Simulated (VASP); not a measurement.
Crystal: In6O.

```xyz
7
Lattice="3.3200 0.0000 0.0000 -1.6600 2.8752 0.0000 0.0000 0.0000 16.2500" Properties=species:S:1:pos:R:3 pbc="T T T"
In    1.6600    0.9584   14.8964
In    0.0000    1.9168    1.3536
In    0.0000    0.0000   12.1875
In    1.6600    0.9584    6.7714
In    0.0000    1.9168    9.4786
In    0.0000    0.0000    4.0625
O     0.0000    0.0000    0.0000
```

| Property | Result |
| --- | --- |
| Program | VASP 6.6.1 |
| Task | relaxation of cell and atoms |
| Functional | PBE |
| Potentials or basis | VASP PAW PBE potentials, release 64 (In_d, O) |
| Cutoff | 600 eV |
| k mesh | 6 × 6 × 1 |
| Occupations | gaussian, width 0.2 eV |
| Spin | no spin polarisation |

At the start: pressure 6.3 GPa; volume 22.16 Å³/atom.

Question: Where does the relaxation end?

Answer: Over 10 steps the energy falls by 65.7 meV/atom and the volume is 24.03 Å³/atom (+8.4 %); space group P-3m1 (No. 164, to 0.05 Å).

Step by step:
| step | energy change (eV) | largest force (eV/Å) | pressure (GPa) | volume (Å³) |
| --- | --- | --- | --- | --- |
| 1 | 0.0000 | 1.6146 | 6.29 | 155.12 |
| 2 | -0.3750 | 0.2684 | -1.39 | 175.47 |
| 3 | -0.3941 | 0.2590 | -0.28 | 171.37 |
| 4 | -0.4058 | 0.2414 | -0.20 | 170.62 |
| 5 | -0.4270 | 0.1857 | 0.04 | 168.38 |
| 6 | -0.4293 | 0.1541 | 0.20 | 167.29 |
| 7 | -0.4412 | 0.1266 | 0.12 | 167.76 |
| 8 | -0.4569 | 0.1064 | -0.12 | 168.94 |
| 9 | -0.4580 | 0.0973 | -0.11 | 169.28 |
| 10 | -0.4598 | 0.0631 | 0.23 | 168.19 |

Final structure:
```
CELL_PARAMETERS angstrom
3.37699 0.00000 0.00000
-1.68850 2.92456 0.00000
0.00000 0.00000 17.02980
ATOMIC_POSITIONS crystal
In 0.66667 0.33333 0.91069
In 0.33333 0.66667 0.08931
In 0.00000 0.00000 0.73875
In 0.66667 0.33333 0.42221
In 0.33333 0.66667 0.57779
In 0.00000 0.00000 0.26125
O 0.00000 0.00000 0.00000
```

Caveat: the k points lie up to 0.37 Å⁻¹ apart in the final cell; the relaxation stopped at a loose force limit of 0.08 eV/Å, so its end isn't a converged minimum.
